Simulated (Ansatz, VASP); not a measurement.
**Na2Os: VASP beside Ansatz**

```
Na Os
1.0
     5.15088    0.00000    0.00000
    -2.57544    4.46080    0.00000
     0.00000    0.00000    2.49069
Na Os
2 1
Cartesian
  0.0000 2.9739 1.2453
  2.5754 1.4869 1.2453
  0.0000 0.0000 0.0000
```

Alike in both runs: functional PBE; k mesh 12 × 12 × 18; occupations gaussian, width 0.1 eV; no spin polarisation.

Ansatz relaxed the structure, and its values are those at the end. VASP's run is a single point on that final structure, the one shown.

|  | VASP | Ansatz |
| --- | --- | --- |
| version | VASP 6.6.1 | Ansatz 0.2.0 |
| potentials or method | VASP PAW PBE potentials, release 64 (Na_pv, Os), cutoff 520 eV | scalar-relativistic, plane waves, PAW |
| valence electrons in the cell | 22 | 34 |

Ansatz gave:

- gap on the k mesh at the Fermi level (eV): none
- pressure (GPa): 0.0

Question: Estimate VASP's values.

Answer: gap on the k mesh at the Fermi level (eV): none; pressure (GPa): -0.1.

A gap of «none» marks a metal or a gap that the smearing closes. The functional is the same, so the differences come from potentials, cutoffs and numerics. VASP's potentials hold 22 valence electrons a cell and Ansatz's 34, so a difference there can come from the potentials and not from the codes.

Spin-orbit coupling is off throughout.
